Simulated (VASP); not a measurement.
# MgF2 (P4_2/mnm) in VASP: single point with r2SCAN

Aim: the single point of MgF2 with r2SCAN.

Everything below comes from runs of VASP 6.6.1. Logs are shortened: lines on timing, memory, paths and dates and some standing lists are left out, and cuts for length are marked.

## 1. The cell of the first run

The structure is tetragonal, space group P4_2/mnm (No. 136). Conventional cell: a = 4.528 Å, b = 4.528 Å, c = 2.984 Å, α = 90.00°, β = 90.00°, γ = 90.00°. Within 2.6 Å of Mg (site symmetry mmm) lie 6 F at 1.94 to 1.95 Å. Within 2.6 Å of F (site symmetry m2m) lie 3 Mg at 1.94 to 1.95 Å and 1 F at 2.52 Å.

## 2. Single point, r2SCAN (10.19 Å³/atom)

POSCAR

```
MgF2
1.0
    4.5276629246      0.0000000000      0.0000000000
    0.0000000000      4.5276629246      0.0000000000
    0.0000000000      0.0000000000      2.9839285535
Mg F
2 4
Direct
    0.0000000000      0.0000000000      0.0000000000
    0.5000000000      0.5000000000      0.5000000000
    0.3029506050      0.3029506050      0.0000000000
    0.1970493950      0.8029506050      0.5000000000
    0.6970493950      0.6970493950      0.0000000000
    0.8029506050      0.1970493950      0.5000000000
```

INCAR.step1

```
  PREC = Accurate
  ENCUT = 920
  ISMEAR = 0
  SIGMA = 0.01
  LREAL = F
  LASPH = T
  NELM = 120
  NBANDS = 33
  GGA = PE
  ALGO = Normal
  EDIFF = 1E-5
  LWAVE = T
  LCHARG = F
  GGA_COMPAT = F
```

INCAR.step2

```
  PREC = Accurate
  ENCUT = 920
  EDIFF = 1E-6
  ISMEAR = 0
  SIGMA = 0.01
  LREAL = F
  LASPH = T
  NELM = 120
  ALGO = Normal
  ISIF = 2
  LWAVE = F
  LCHARG = F
  METAGGA = R2SCAN
  LMIXTAU = T
  NBANDS = 33
  ISTART = 1
  GGA_COMPAT = F
```

KPOINTS

```
regular mesh
0
Gamma
  4 4 8
```

Potentials or basis: VASP PAW PBE potentials, release 64 (Mg_sv, F).

Launch:

```
cat potpaw_PBE.64/Mg_sv/POTCAR potpaw_PBE.64/F/POTCAR > POTCAR
cp INCAR.step1 INCAR
mpirun -np 1 vasp_std > vasp.out
cp INCAR.step2 INCAR
mpirun -np 1 vasp_std > vasp.out
```

OUTCAR:

```text
PREC = Accurate
   ENCUT = 920
   EDIFF = 1E-6
   ISMEAR = 0
   LREAL = F
   LASPH = T
   NELM = 120
   ISIF = 2
   METAGGA = R2SCAN
   ISTART = 1

 ion  position               nearest neighbor table
   1  0.000  0.000  0.000-   3 1.94   5 1.94   4 1.95   6 1.95   4 1.95   6 1.95
   2  0.500  0.500  0.500-   4 1.94   6 1.94   5 1.95   3 1.95   3 1.95   5 1.95
   3  0.303  0.303  0.000-   1 1.94   2 1.95   2 1.95
   4  0.197  0.803  0.500-   2 1.94   1 1.95   1 1.95
   5  0.697  0.697  0.000-   1 1.94   2 1.95   2 1.95
   6  0.803  0.197  0.500-   2 1.94   1 1.95   1 1.95

  LATTYP: Found a simple tetragonal cell.
 ALAT       =     4.5276629246
 C/A-ratio  =     0.6590438827

  Lattice vectors:

 A1 = (   4.5276629246,   0.0000000000,   0.0000000000)
 A2 = (   0.0000000000,   4.5276629246,   0.0000000000)
 A3 = (   0.0000000000,   0.0000000000,   2.9839285535)

Analysis of symmetry for initial positions (statically):
=====================================================================
 Subroutine PRICEL returns:
 Original cell was already a primitive cell.

 Routine SETGRP: Setting up the symmetry group for a
 simple tetragonal supercell.

 Subroutine GETGRP returns: Found 16 space group operations
 (whereof  8 operations were pure point group operations)
 out of a pool of 16 trial point group operations.

The static configuration has the point symmetry D_2h.
 The point group associated with its full space group is D_4h.

Analysis of symmetry for dynamics (positions and initial velocities):
=====================================================================
 Subroutine PRICEL returns:
 Original cell was already a primitive cell.

 Routine SETGRP: Setting up the symmetry group for a
 simple tetragonal supercell.

 Subroutine GETGRP returns: Found 16 space group operations
 (whereof  8 operations were pure point group operations)
 out of a pool of 16 trial point group operations.

The dynamic configuration has the point symmetry D_2h.
 The point group associated with its full space group is D_4h.

 Subroutine INISYM returns: Found 16 space group operations
 (whereof  8 operations are pure point group operations),
 and found     1 'primitive' translations

----------------------------------------------------------------------------------------

                                     Primitive cell

  volume of cell :      61.1697

  direct lattice vectors                    reciprocal lattice vectors
     4.527662925  0.000000000  0.000000000     0.220864498  0.000000000  0.000000000
     0.000000000  4.527662925  0.000000000     0.000000000  0.220864498  0.000000000
     0.000000000  0.000000000  2.983928554     0.000000000  0.000000000  0.335128667

  length of vectors
     4.527662925  4.527662925  2.983928554     0.220864498  0.220864498  0.335128667

  position of ions in fractional coordinates (direct lattice)
     0.000000000  0.000000000  0.000000000
     0.500000000  0.500000000  0.500000000
     0.302950605  0.302950605  0.000000000
     0.197049395  0.802950605  0.500000000
     0.697049395  0.697049395  0.000000000
     0.802950605  0.197049395  0.500000000

  ion indices of the primitive-cell ions
   primitive index   ion index
                 1           1
                 2           2
                 3           3
                 4           4
                 5           5
                 6           6

----------------------------------------------------------------------------------------

 KPOINTS: regular mesh

Automatic generation of k-mesh.
 Grid dimensions read from file:
 generate k-points for:    4    4    8

 Generating k-lattice:

  Cartesian coordinates                     Fractional coordinates (reciprocal lattice)
     0.055216125  0.000000000  0.000000000     0.250000000  0.000000000  0.000000000
     0.000000000  0.055216125  0.000000000     0.000000000  0.250000000  0.000000000
     0.000000000  0.000000000  0.041891083     0.000000000  0.000000000  0.125000000

  Length of vectors
     0.055216125  0.055216125  0.041891083

  Shift w.r.t. Gamma in fractional coordinates (k-lattice)
     0.000000000  0.000000000  0.000000000

 Subroutine IBZKPT returns following result:
 ===========================================

 Found     30 irreducible k-points:

 Following reciprocal coordinates:
            Coordinates               Weight
  0.000000  0.000000  0.000000      1.000000
  0.250000  0.000000  0.000000      4.000000
  0.500000  0.000000  0.000000      2.000000
  0.250000  0.250000  0.000000      4.000000
  0.500000  0.250000  0.000000      4.000000
  0.500000  0.500000  0.000000      1.000000
[... 16 lines left out ...]
  0.500000  0.250000  0.375000      8.000000
  0.500000  0.500000  0.375000      2.000000
 [... further k-points ...]
   k-points           NKPTS =     30   k-points in BZ     NKDIM =     30   number of bands    NBANDS=     33
   number of dos      NEDOS =    301   number of ions     NIONS =      6
   total plane-waves  NPLWV =  69120
   dimension x,y,z NGX =    48 NGY =   48 NGZ =   30
   dimension x,y,z NGXF=    96 NGYF=   96 NGZF=   60
   ions per type =               2   4
   NGX,Y,Z   is equivalent  to a cutoff of  17.62, 17.62, 16.71 a.u.
   NGXF,Y,Z  is equivalent  to a cutoff of  35.25, 35.25, 33.43 a.u.
 SYSTEM =  unknown system
   PREC   = accura    normal or accurate (medium, high low for compatibility)
   ISTART =      1    job   : 0-new  1-cont  2-samecut
   ICHARG =      0    charge: 1-file 2-atom 10-const
   ISPIN  =      1    spin polarized calculation?
   LNONCOLLINEAR =      F non collinear calculations
   LSORBIT =      F    spin-orbit coupling
   LASPH  =      T    aspherical Exc in radial PAW
   ENCUT  =  920.0 eV  67.62 Ry    8.22 a.u.  11.20 11.20  7.38*2*pi/ulx,y,z
   NELM   =    120;   NELMIN=  2; NELMDL=  0     # of ELM steps
   EDIFF  = 0.1E-05   stopping-criterion for ELM
   LREAL  =      F    real-space projection
   EDIFFG = 0.1E-04   stopping-criterion for IOM
   NSW    =      0    number of steps for IOM
   IBRION =     -1    ionic relax: 0-MD 1-quasi-New 2-CG
   NFREE  =      0    steps in history (QN), initial steepest desc. (CG)
   ISIF   =      2    stress and relaxation
   ISYM   =      2    0-nonsym 1-usesym 2-fastsym
   POTIM  = 0.5000    time-step for ionic-motion
   TEBEG  =    0.0;   TEEND  =   0.0 temperature during run
   PSTRESS=    0.0 pullay stress
   NELECT =      48.0000    total number of electrons
   NUPDOWN=      -1.0000    fix difference up-down
   EMIN   =  10.00;   EMAX   =-10.00  energy-range for DOS
   EFERMI =   0.00;   METHOD = LEGACY
   ISMEAR =     0;   SIGMA  =   0.01  broadening in eV -4-tet -1-fermi 0-gaus
   EFERMI_NEDOS =   21; number of points for ismear=-14 and -15
   IALGO  =     38    algorithm
   IMIX   =      4    mixing-type and parameters
     AMIX     =   0.40;   BMIX     =  1.00
     AMIX_MAG =   1.60;   BMIX_MAG =  1.00
  volume/ion in A,a.u.               =      10.19        68.80
  Fermi-wavevector in a.u.,A,eV,Ry     =   1.509998  2.853483 31.022563  2.280094
  Thomas-Fermi vector in A             =   2.620246
   LORBIT       =      0    0 simple, 1 ext, 2 COOP (PROOUT), +10 PAW based schemes
   METAGGA = R2SCAN    functional components
   LHFCALC =     F    Hartree Fock is set to
   AEXX    =    0.0000 exact exchange contribution
   IVDW    =     0    specifies the selected vdW correction
   LEPSILON=     F    determine dielectric tensor
   LRPA    =     F    only Hartree local field effects (RPA)
 non-spin polarized calculation
 Gauss-broadening in eV      SIGMA  =   0.01
  energy-cutoff  :      920.00
  volume of cell :       61.17
 maximum number of plane-waves:      3912
 NGX is ok and might be reduce to    48
   NGX = 23   NGY = 23   NGZ = 15

 number of electron      48.0000009 magnetization

 Free energy of the ion-electron system (eV)
  ---------------------------------------------------
  ext. energy  EPLUGINS =         0.00000000
  ---------------------------------------------------
  free energy    TOTEN  =       -43.72967526 eV

  energy without entropy =      -43.72967526  energy(sigma->0) =      -43.72967526

 E-fermi :  -1.5370     XC(G=0): -10.8558

 val. band max:       -1.6296500052   @ k =   0.0000   0.0000   0.0000
 cond. band min:       6.8933759468   @ k =   0.0000   0.0000   0.0000
 fundamental gap:      8.5230259519
 Fermi energy:        -1.5370425150

 k-point     1 :       0.0000    0.0000    0.0000
  band No.  band energies     occupation
      1     -74.6153      2.00000
      2     -74.6139      2.00000
      3     -39.7696      2.00000
      4     -39.7696      2.00000
      5     -39.7350      2.00000
      6     -39.7350      2.00000
[... 25 lines left out ...]
     32      19.1248      0.00000
     33      19.1248      0.00000

 k-point     2 :       0.2500    0.0000    0.0000
  band No.  band energies     occupation
      1     -74.6151      2.00000
      2     -74.6140      2.00000
      3     -39.7670      2.00000
      4     -39.7669      2.00000
      5     -39.7379      2.00000
      6     -39.7377      2.00000
[... 25 lines left out ...]
     32      18.5247      0.00000
     33      19.0637      0.00000

 k-point     3 :       0.5000    0.0000    0.0000
  band No.  band energies     occupation
      1     -74.6145      2.00000
      2     -74.6145      2.00000
      3     -39.7636      2.00000
      4     -39.7636      2.00000
      5     -39.7413      2.00000
      6     -39.7413      2.00000
[... 25 lines left out ...]
     32      17.9777      0.00000
     33      18.6660      0.00000

 k-point     4 :       0.2500    0.2500    0.0000
  band No.  band energies     occupation
      1     -74.6149      2.00000
      2     -74.6142      2.00000
      3     -39.7702      2.00000
      4     -39.7636      2.00000
      5     -39.7413      2.00000
      6     -39.7346      2.00000
[... 673 lines left out ...]
     32      16.4694      0.00000
     33      17.2809      0.00000

 k-point    23 :       0.5000    0.2500    0.3750
  band No.  band energies     occupation
      1     -74.6119      2.00000
      2     -74.6119      2.00000
      3     -39.7813      2.00000
      4     -39.7813      2.00000
      5     -39.7510      2.00000
      6     -39.7510      2.00000
[... 25 lines left out ...]
     32      16.3571      0.00000
     33      17.6213      0.00000

 k-point    24 :       0.5000    0.5000    0.3750
  band No.  band energies     occupation
      1     -74.6119      2.00000
      2     -74.6119      2.00000
      3     -39.7797      2.00000
      4     -39.7797      2.00000
      5     -39.7523      2.00000
      6     -39.7523      2.00000
[... 25 lines left out ...]
     32      15.8617      0.00000
     33      18.1973      0.00000

 [... further k-points ...]

------------------------ aborting loop because EDIFF is reached ----------------------------------------

  FORCE on cell =-STRESS in cart. coord.  units (eV):
  Direction    XX          YY          ZZ          XY          YZ          ZX
  --------------------------------------------------------------------------------------
  -------------------------------------------------------------------------------------
  Total        2.9058007      2.9058007      3.4376942      0.0000000      0.0000000      0.0000000
  in kB       76.1096645     76.1096645     90.0411909      0.0000000      0.0000000      0.0000000
  external PRESSURE =      80.7535066 kB  Pullay stress =       0.0000000 kB

 VOLUME and BASIS-vectors are now :
 -----------------------------------------------------------------------------
  energy-cutoff  :      920.00
  volume of cell :       61.17
      direct lattice vectors                 reciprocal lattice vectors
     4.527662925  0.000000000  0.000000000     0.220864498  0.000000000  0.000000000
     0.000000000  4.527662925  0.000000000     0.000000000  0.220864498  0.000000000
     0.000000000  0.000000000  2.983928554     0.000000000  0.000000000  0.335128667

 POSITION                                       TOTAL-FORCE (eV/Angst)
 -----------------------------------------------------------------------------------
      0.00000      0.00000      0.00000         0.000000      0.000000      0.000000
      2.26383      2.26383      1.49196         0.000000      0.000000      0.000000
      1.37166      1.37166      0.00000        -0.078941     -0.078941     -0.000000
      0.89217      3.63549      1.49196         0.078941     -0.078941     -0.000000
      3.15600      3.15600      0.00000         0.078941      0.078941      0.000000
      3.63549      0.89217      1.49196        -0.078941      0.078941      0.000000
 -----------------------------------------------------------------------------------
    total drift:                                0.000000     -0.000000     -0.000000

  FREE ENERGIE OF THE ION-ELECTRON SYSTEM (eV)
  ---------------------------------------------------
  free  energy   TOTEN  =       -43.7296752620 eV

  energy  without entropy=      -43.7296752620  energy(sigma->0) =      -43.72967526
```

Run time: 11 min. Hardware: 1 thread of AMD EPYC 7R43 (Zen 3), shared host; peak memory 0.3 GiB.

What came out:

- Free energy: -43.7297 eV
- Pressure: 8.1 GPa
- Largest force: 0.112 eV/Å
- Band gap on the k mesh: 8.52 eV

Forces in eV/Å, atoms in the order of the input:
```
Mg   0.000  0.000  0.000
Mg   0.000  0.000  0.000
F   -0.079 -0.079  0.000
F    0.079 -0.079  0.000
F    0.079  0.079  0.000
F   -0.079  0.079  0.000
```

Stress tensor (GPa, compression positive):
```
7.61 0.00 0.00
0.00 7.61 0.00
0.00 0.00 9.00
```

Levels at points of the mesh, in eV from the valence-band top:
| k point | band 21 | band 22 | band 23 | band 24 | band 25 | band 26 | band 27 | band 28 |
| --- | --- | --- | --- | --- | --- | --- | --- | --- |
| (0.00, 0.00, 0.00) | -0.74 | -0.33 | -0.33 | 0.00 | 8.52 | 13.76 | 13.76 | 15.22 |
| (0.50, 0.00, 0.00) | -1.03 | -1.03 | -0.41 | -0.41 | 11.03 | 11.03 | 15.07 | 15.07 |
| (0.50, 0.50, 0.00) | -0.99 | -0.99 | -0.87 | -0.87 | 12.71 | 12.71 | 13.08 | 13.08 |
| (0.00, 0.00, 0.50) | -1.29 | -1.29 | -0.94 | -0.94 | 13.46 | 13.46 | 16.57 | 16.57 |
| (0.50, 0.00, 0.50) | -0.79 | -0.79 | -0.74 | -0.74 | 14.33 | 14.33 | 15.25 | 15.25 |
| (0.50, 0.50, 0.50) | -0.69 | -0.69 | -0.51 | -0.51 | 14.65 | 14.65 | 15.36 | 15.36 |

Caveat: the cell stands under pressure; the PAW data sets were made with another functional, which shifts forces and pressure a little.
